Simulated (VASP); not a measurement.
# O (P4/mmm) in VASP: notebook

Runs on O. Level: r2SCAN. Tasks: single point.

Program: VASP 6.6.1. These are calculated values, not measurements. Logs are shortened: lines on timing, memory, paths and dates and some standing lists are left out, and cuts for length are marked.

**1. The cell of the first run**

Symmetry: P4/mmm, No. 123, tetragonal system. The conventional cell has a = 1.799 Å, b = 1.799 Å, c = 3.093 Å, α = 90.00°, β = 90.00°, γ = 90.00°. Within 2.4 Å of O (site symmetry 4/mmm) lie 4 O at 1.80 Å.

**2. Single point, r2SCAN**

POSCAR reads:

```
O
1.0
    1.7989567190      0.0000000000      0.0000000000
    0.0000000000      1.7989567190      0.0000000000
    0.0000000000      0.0000000000      3.0932273310
O
1
Direct
    0.0000000000      0.0000000000      0.0000000000
```

INCAR.step1 reads:

```
SYSTEM = O
  ALGO = Normal
  EDIFF = 1E-5
  ENCUT = 660
  GGA = PE
  GGA_COMPAT = .FALSE.
  ISMEAR = -1
  LASPH = .TRUE.
  LCHARG = .FALSE.
  LREAL = .FALSE.
  LWAVE = .TRUE.
  NBANDS = 9
  NELM = 120
  PREC = Accurate
  SIGMA = 0.1
```

INCAR.step2 reads:

```
SYSTEM = O
  ALGO = Normal
  EDIFF = 1E-6
  ENCUT = 660
  GGA_COMPAT = .FALSE.
  ISIF = 2
  ISMEAR = -1
  ISTART = 1
  LASPH = .TRUE.
  LCHARG = .TRUE.
  LELF = .TRUE.
  LMIXTAU = .TRUE.
  LREAL = .FALSE.
  LVHAR = .TRUE.
  LWAVE = .FALSE.
  METAGGA = R2SCAN
  NBANDS = 9
  NELM = 120
  PREC = Accurate
  SIGMA = 0.1
```

KPOINTS reads:

```
k-points
0
G
  13 13 8
  0 0 0
```

Potentials or basis: VASP PAW PBE potentials, release 64 (O).

Command:

```console
> cat potpaw_PBE.64/O/POTCAR > POTCAR
> cp INCAR.step1 INCAR
> mpirun -np 1 vasp_std > vasp.out
> cp INCAR.step2 INCAR
> mpirun -np 1 vasp_std > vasp.out
```

OUTCAR:

```text
SYSTEM = O
   EDIFF = 1E-6
   ENCUT = 660
   ISIF = 2
   ISMEAR = -1
   ISTART = 1
   LASPH = .TRUE.
   LREAL = .FALSE.
   METAGGA = R2SCAN
   NELM = 120
   PREC = Accurate

 ion  position               nearest neighbor table
   1  0.000  0.000  0.000-

  LATTYP: Found a simple tetragonal cell.
 ALAT       =     1.7989567190
 C/A-ratio  =     1.7194562261

  Lattice vectors:

 A1 = (   1.7989567190,   0.0000000000,   0.0000000000)
 A2 = (   0.0000000000,   1.7989567190,   0.0000000000)
 A3 = (   0.0000000000,   0.0000000000,   3.0932273310)

Analysis of symmetry for initial positions (statically):
=====================================================================
 Subroutine PRICEL returns:
 Original cell was already a primitive cell.

 Routine SETGRP: Setting up the symmetry group for a
 simple tetragonal supercell.

 Subroutine GETGRP returns: Found 16 space group operations
 (whereof 16 operations were pure point group operations)
 out of a pool of 16 trial point group operations.

The static configuration has the point symmetry D_4h.

Analysis of symmetry for dynamics (positions and initial velocities):
=====================================================================
 Subroutine PRICEL returns:
 Original cell was already a primitive cell.

 Routine SETGRP: Setting up the symmetry group for a
 simple tetragonal supercell.

 Subroutine GETGRP returns: Found 16 space group operations
 (whereof 16 operations were pure point group operations)
 out of a pool of 16 trial point group operations.

The dynamic configuration has the point symmetry D_4h.

 Subroutine INISYM returns: Found 16 space group operations
 (whereof 16 operations are pure point group operations),
 and found     1 'primitive' translations

----------------------------------------------------------------------------------------

                                     Primitive cell

  volume of cell :      10.0104

  direct lattice vectors                    reciprocal lattice vectors
     1.798956719  0.000000000  0.000000000     0.555877743  0.000000000  0.000000000
     0.000000000  1.798956719  0.000000000     0.000000000  0.555877743  0.000000000
     0.000000000  0.000000000  3.093227331     0.000000000  0.000000000  0.323286940

  length of vectors
     1.798956719  1.798956719  3.093227331     0.555877743  0.555877743  0.323286940

  position of ions in fractional coordinates (direct lattice)
     0.000000000  0.000000000  0.000000000

  ion indices of the primitive-cell ions
   primitive index   ion index
                 1           1

----------------------------------------------------------------------------------------

 KPOINTS: k-points

Automatic generation of k-mesh.
 Grid dimensions read from file:
 generate k-points for:   13   13    8

 Generating k-lattice:

  Cartesian coordinates                     Fractional coordinates (reciprocal lattice)
     0.042759826  0.000000000  0.000000000     0.076923077  0.000000000  0.000000000
     0.000000000  0.042759826  0.000000000     0.000000000  0.076923077  0.000000000
     0.000000000  0.000000000  0.040410868     0.000000000  0.000000000  0.125000000

  Length of vectors
     0.042759826  0.042759826  0.040410868

  Shift w.r.t. Gamma in fractional coordinates (k-lattice)
     0.000000000  0.000000000  0.000000000

 Subroutine IBZKPT returns following result:
 ===========================================

 Found    140 irreducible k-points:

 Following reciprocal coordinates:
            Coordinates               Weight
  0.000000  0.000000  0.000000      1.000000
  0.076923  0.000000  0.000000      4.000000
  0.153846  0.000000  0.000000      4.000000
  0.230769  0.000000  0.000000      4.000000
  0.307692  0.000000  0.000000      4.000000
  0.384615  0.000000  0.000000      4.000000
[... 16 lines left out ...]
  0.307692  0.307692  0.000000      4.000000
  0.384615  0.307692  0.000000      8.000000
 [... further k-points ...]
   k-points           NKPTS =    140   k-points in BZ     NKDIM =    140   number of bands    NBANDS=      9
   number of dos      NEDOS =    301   number of ions     NIONS =      1
   total plane-waves  NPLWV =   7168
   dimension x,y,z NGX =    16 NGY =   16 NGZ =   28
   dimension x,y,z NGXF=    32 NGYF=   32 NGZF=   56
   ions per type =               1
   NGX,Y,Z   is equivalent  to a cutoff of  14.79, 14.79, 15.05 a.u.
   NGXF,Y,Z  is equivalent  to a cutoff of  29.57, 29.57, 30.10 a.u.
 SYSTEM =  O
   PREC   = accura    normal or accurate (medium, high low for compatibility)
   ISTART =      1    job   : 0-new  1-cont  2-samecut
   ICHARG =      0    charge: 1-file 2-atom 10-const
   ISPIN  =      1    spin polarized calculation?
   LNONCOLLINEAR =      F non collinear calculations
   LSORBIT =      F    spin-orbit coupling
   LASPH  =      T    aspherical Exc in radial PAW
   ENCUT  =  660.0 eV  48.51 Ry    6.96 a.u.   3.77  3.77  6.48*2*pi/ulx,y,z
   NELM   =    120;   NELMIN=  2; NELMDL=  0     # of ELM steps
   EDIFF  = 0.1E-05   stopping-criterion for ELM
   LREAL  =      F    real-space projection
   EDIFFG = 0.1E-04   stopping-criterion for IOM
   NSW    =      0    number of steps for IOM
   IBRION =     -1    ionic relax: 0-MD 1-quasi-New 2-CG
   NFREE  =      0    steps in history (QN), initial steepest desc. (CG)
   ISIF   =      2    stress and relaxation
   ISYM   =      2    0-nonsym 1-usesym 2-fastsym
   POTIM  = 0.5000    time-step for ionic-motion
   TEBEG  =    0.0;   TEEND  =   0.0 temperature during run
   PSTRESS=    0.0 pullay stress
   NELECT =       6.0000    total number of electrons
   NUPDOWN=      -1.0000    fix difference up-down
   EMIN   =  10.00;   EMAX   =-10.00  energy-range for DOS
   EFERMI =   0.00;   METHOD = LEGACY
   ISMEAR =    -1;   SIGMA  =   0.10  broadening in eV -4-tet -1-fermi 0-gaus
   EFERMI_NEDOS =   21; number of points for ismear=-14 and -15
   IALGO  =     38    algorithm
   IMIX   =      4    mixing-type and parameters
     AMIX     =   0.40;   BMIX     =  1.00
     AMIX_MAG =   1.60;   BMIX_MAG =  1.00
  volume/ion in A,a.u.               =      10.01        67.55
  Fermi-wavevector in a.u.,A,eV,Ry     =   1.380302  2.608393 25.922282  1.905234
  Thomas-Fermi vector in A             =   2.505192
   LORBIT       =      0    0 simple, 1 ext, 2 COOP (PROOUT), +10 PAW based schemes
   METAGGA = R2SCAN    functional components
   LHFCALC =     F    Hartree Fock is set to
   AEXX    =    0.0000 exact exchange contribution
   IVDW    =     0    specifies the selected vdW correction
   LEPSILON=     F    determine dielectric tensor
   LRPA    =     F    only Hartree local field effects (RPA)
 non-spin polarized calculation
  energy-cutoff  :      660.00
  volume of cell :       10.01
 maximum number of plane-waves:       401
 NGX is ok and might be reduce to    16
   NGX =  7   NGY =  7   NGZ = 13

 number of electron       6.0000001 magnetization

 Free energy of the ion-electron system (eV)
  ---------------------------------------------------
  ext. energy  EPLUGINS =         0.00000000
  ---------------------------------------------------
  free energy    TOTEN  =        -4.19180708 eV

  energy without entropy =       -4.17569553  energy(sigma->0) =       -4.18375131

 E-fermi :  -0.2213     XC(G=0): -10.8461

 val. band max:       -0.2218973251   @ k =   0.3077   0.2308   0.3750
 cond. band min:      -0.2139092811   @ k =   0.3077   0.2308   0.5000
 fundamental gap:      0.0079880440
 Fermi energy:        -0.2212668743

 k-point     1 :       0.0000    0.0000    0.0000
  band No.  band energies     occupation
      1     -23.9016      2.00000
      2      -4.8429      2.00000
      3       3.6870      0.00000
      4       3.6870      0.00000
      5       8.8627      0.00000
      6      28.5433      0.00000
      7      30.4570      0.00000
      8      34.8225      0.00000
      9      52.4371      0.00000

 k-point     2 :       0.0769    0.0000    0.0000
  band No.  band energies     occupation
      1     -23.7031      2.00000
      2      -4.6865      2.00000
      3       2.8827      0.00000
      4       3.7653      0.00000
      5       9.1332      0.00000
      6      28.3725      0.00000
      7      30.7236      0.00000
      8      35.2758      0.00000
      9      48.6102      0.00000

 k-point     3 :       0.1538    0.0000    0.0000
  band No.  band energies     occupation
      1     -23.1164      2.00000
      2      -4.2364      2.00000
      3       0.7932      0.00008
      4       3.9862      0.00000
      5       9.9297      0.00000
      6      27.7817      0.00000
      7      31.2542      0.00000
      8      35.9261      0.00000
      9      44.7526      0.00000

 k-point     4 :       0.2308    0.0000    0.0000
  band No.  band energies     occupation
      1     -22.1721      2.00000
      2      -3.5535      2.00000
      3      -1.9606      2.00000
      4       4.3073      0.00000
      5      11.2392      0.00000
      6      26.6355      0.00000
      7      31.1338      0.00000
      8      35.3521      0.00000
      9      42.6353      0.00000
[... 205 lines left out ...]
 k-point    22 :       0.4615    0.2308    0.0000
  band No.  band energies     occupation
      1     -17.0123      2.00000
      2      -7.7101      2.00000
      3      -0.5585      1.93368
      4       0.5871      0.00062
      5      19.7523      0.00000
      6      23.0693      0.00000
      7      24.9205      0.00000
      8      30.2987      0.00000
      9      36.7648      0.00000

 k-point    23 :       0.3077    0.3077    0.0000
  band No.  band energies     occupation
      1     -18.1160      2.00000
      2      -3.3684      2.00000
      3      -2.5333      2.00000
      4      -0.9492      1.99862
      5      16.8493      0.00000
      6      26.3399      0.00000
      7      26.9381      0.00000
      8      33.6512      0.00000
      9      35.4469      0.00000

 k-point    24 :       0.3846    0.3077    0.0000
  band No.  band energies     occupation
      1     -16.8428      2.00000
      2      -5.3603      2.00000
      3      -2.2475      2.00000
      4      -0.3342      1.51136
      5      18.6156      0.00000
      6      24.7645      0.00000
      7      27.0059      0.00000
      8      31.4260      0.00000
      9      34.6438      0.00000

 [... further k-points ...]

------------------------ aborting loop because EDIFF is reached ----------------------------------------

  FORCE on cell =-STRESS in cart. coord.  units (eV):
  Direction    XX          YY          ZZ          XY          YZ          ZX
  --------------------------------------------------------------------------------------
  -------------------------------------------------------------------------------------
  Total       -0.5745713     -0.5745713     -0.0205119      0.0000000      0.0000000      0.0000000
  in kB      -91.9604859    -91.9604859     -3.2829402      0.0000000      0.0000000      0.0000000
  external PRESSURE =     -62.4013040 kB  Pullay stress =       0.0000000 kB

 VOLUME and BASIS-vectors are now :
 -----------------------------------------------------------------------------
  energy-cutoff  :      660.00
  volume of cell :       10.01
      direct lattice vectors                 reciprocal lattice vectors
     1.798956719  0.000000000  0.000000000     0.555877743  0.000000000  0.000000000
     0.000000000  1.798956719  0.000000000     0.000000000  0.555877743  0.000000000
     0.000000000  0.000000000  3.093227331     0.000000000  0.000000000  0.323286940

 POSITION                                       TOTAL-FORCE (eV/Angst)
 -----------------------------------------------------------------------------------
      0.00000      0.00000      0.00000         0.000000      0.000000      0.000000
 -----------------------------------------------------------------------------------
    total drift:                               -0.000000      0.000000     -0.000000

  FREE ENERGIE OF THE ION-ELECTRON SYSTEM (eV)
  ---------------------------------------------------
  free  energy   TOTEN  =        -4.1918070847 eV

  energy  without entropy=       -4.1756955336  energy(sigma->0) =       -4.18375131
```

Wall time 59 s (1 thread of Intel Xeon 8259CL, shared host); peak memory 0.1 GiB.

Results:

| Property | Result |
| --- | --- |
| Free energy | -4.1918 eV |
| Pressure | -6.2 GPa |
| Band gap on the k mesh | zero (bands 3 and 4 overlap by 5.46 eV) |

Caveat: the stress differs along the axes, from -9 to -0 GPa; the PAW data sets were made with another functional, which shifts forces and pressure a little.

(Continued in part 2 of 2.)

The gap in the log of VASP goes by the Fermi energy; the results here count the filled bands.